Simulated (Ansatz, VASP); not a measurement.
# One calculation of TiAl3, two programs

```
Ti Al
1.0
    -1.91111    1.91111    4.28067
     1.91111   -1.91111    4.28067
     1.91111    1.91111   -4.28067
Ti Al
1 3
Direct
  0.00000 0.00000 0.00000
  0.25000 0.75000 0.50000
  0.75000 0.25000 0.50000
  0.50000 0.50000 0.00000
```

Alike in both runs: functional RPBE; k mesh 6 × 6 × 6; occupations fermi-dirac, width 0.05 eV; no spin polarisation.

|  | VASP | Ansatz |
| --- | --- | --- |
| version | VASP 6.6.1 | Ansatz 0.2.0 |
| potentials or method | VASP PAW PBE potentials, release 64 (Ti_sv, Al) | Ansatz PAW |
| plane-wave cutoff (eV) | 520 | 420 |
| valence electrons in the cell | 21 | 21 |
| task | single point | band structure |

```csv
,VASP,Ansatz,Ansatz less VASP
gap on the k mesh at the Fermi level (eV),none,none,-
pressure (GPa),4.2,4.5,+0.24
"traceless stress, the component that is largest in VASP (GPa)",-0.08,-0.08,+0.008
```

VASP's potentials were made for PBE, not for RPBE. A gap of «none» marks a metal or a gap that the smearing closes.

The k mesh is coarse, so the values compare programs but aren't converged.
